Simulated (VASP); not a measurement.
The system is C.

```
C
1.0
     0.00000    1.80684    1.80684
     1.80684    0.00000    1.80684
     1.80684    1.80684    0.00000
C
2
Direct
  0.75000 0.75000 0.75000
  0.50000 0.50000 0.50000
```

Base run:

- Program: VASP 6.6.1
- Functional: revPBE
- Potentials or basis: VASP PAW PBE potentials, release 64 (C)
- Cutoff: 520 eV
- k mesh: 13 × 13 × 13
- Occupations: fermi-dirac, width 0.05 eV
- Spin: no spin polarisation

Its results: band gap on the k mesh 4.05 eV, indirect (least direct gap 5.49 eV); pressure -9.4 GPa.

Q: The run is repeated on the same cell with these changes: functional from revPBE to RPBE. What comes out?

A: Band gap on the k mesh 4.06 eV, indirect (least direct gap 5.49 eV); pressure -8.0 GPa.

Caveats: the PAW data sets were made with another functional, which shifts forces and pressure a little.

A k mesh can miss the band edges.
